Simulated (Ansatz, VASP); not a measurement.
Two plane-wave programs on Tc12H

```
Tc H
1.0
     5.48000    0.00000    0.00000
    -4.11000    7.11873    0.00000
     0.00000    0.00000    4.39496
Tc H
12 1
Direct
  0.99802 0.99880 0.99861
  0.16579 0.22164 0.49963
  0.00161 0.33066 0.99416
  0.17333 0.55831 0.50768
  0.00393 0.67198 0.99533
  0.16581 0.88892 0.50039
  0.49961 0.00001 0.00104
  0.66156 0.21691 0.50625
  0.49224 0.33066 0.99347
  0.66344 0.55864 0.50760
  0.49950 0.66742 0.00193
  0.66743 0.89038 0.50295
  0.83129 0.44468 0.25580
```

Alike in both runs: functional PBE; k mesh 3 × 2 × 3; occupations fermi-dirac, width 0.05 eV; no spin polarisation.

Ansatz relaxed the structure, and its values are those at the end. VASP's run is a single point on that final structure, the one shown.

|  | VASP | Ansatz |
| --- | --- | --- |
| version | VASP 6.6.1 | Ansatz 0.2.0 |
| potentials or method | VASP PAW PBE potentials, release 64 (Tc_pv, H), cutoff 520 eV | scalar-relativistic, plane waves, PAW |
| valence electrons in the cell | 157 | 181 |

Ansatz gave:

| Quantity | Value |
| --- | --- |
| rms of the force components (eV/Å) | 0.038 |

**Question.** What did VASP give for the same quantities?

**Answer.** rms of the force components (eV/Å): 0.040.

VASP's potentials hold 157 valence electrons a cell and Ansatz's 181, so a difference there can come from the potentials and not from the codes.

The k mesh is coarse, so the values compare programs but aren't converged.
